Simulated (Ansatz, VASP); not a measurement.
One calculation of Na2IF, two programs

```
F I Na
1.0
     1.99850    1.15383    6.41279
    -1.99850    1.15383    6.41279
     0.00000   -2.30767    6.41279
F I Na
1 1 2
Direct
  0.00000 0.00000 0.00000
  0.50000 0.50000 0.50000
  0.27280 0.27280 0.27280
  0.72720 0.72720 0.72720
```

Alike in both runs: task single point; functional PBE; k mesh 8 × 8 × 8; occupations fermi-dirac, width 0.02 eV; no spin polarisation.

```csv
,VASP,Ansatz
version,VASP 6.6.1,Ansatz 0.2.0
potentials or method,"VASP PAW PBE potentials, release 64 (F, I, Na_pv)","plane waves, PAW"
plane-wave cutoff (eV),520,420
valence electrons in the cell,28,42
```

Ansatz gave:

| Quantity | Value |
| --- | --- |
| gap on the k mesh at the Fermi level (eV) | 1.94 |
| pressure (GPa) | 1.0 |
| traceless stress, the component that is largest in VASP (GPa) | 0.22 |
| rms of the force components (eV/Å) | 0.010 |

**Question.** Estimate VASP's values.

**Answer.** gap on the k mesh at the Fermi level (eV): 1.94; pressure (GPa): 1.0; traceless stress, the component that is largest in VASP (GPa): 0.23; rms of the force components (eV/Å): 0.009.

Atom by atom the forces differ by 0.001 eV/Å (rms over components). VASP's potentials hold 28 valence electrons a cell and Ansatz's 42, so a difference there can come from the potentials and not from the codes.

Spin-orbit coupling is off throughout.
